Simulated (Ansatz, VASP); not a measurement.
**Zr in VASP and in Ansatz**

```
Zr
1.0
     3.13504    0.00000    0.00000
    -1.56752    2.71502    0.00000
     0.00000    0.00000    5.22421
Zr
2
Direct
  0.33333 0.66667 0.25000
  0.66667 0.33333 0.75000
```

Change from the starting cell: strain -0.030 along x and y, +0.015 along z, atoms carried along.

Alike in both runs: task single point; functional PBEsol; k mesh 18 × 18 × 10; occupations gaussian, width 0.15 eV; no spin polarisation.

|  | VASP | Ansatz |
| --- | --- | --- |
| version | VASP 6.6.1 | Ansatz 0.2.0 |
| potentials or method | VASP PAW PBE potentials, release 64 (Zr_sv), cutoff 520 eV | scalar-relativistic, plane waves, PAW |
| valence electrons in the cell | 24 | 24 |

Ansatz gave:

| Item | Value |
| --- | --- |
| gap on the k mesh at the Fermi level (eV) | none |
| pressure (GPa) | 0.8 |
| traceless stress, the component that is largest in VASP (GPa) | -1.90 |

Task: What did VASP give for the same quantities?

Result: gap on the k mesh at the Fermi level (eV): none; pressure (GPa): 0.8; traceless stress, the component that is largest in VASP (GPa): -1.91.

VASP's potentials were made for PBE, not for PBEsol. A gap of «none» marks a metal or a gap that the smearing closes.
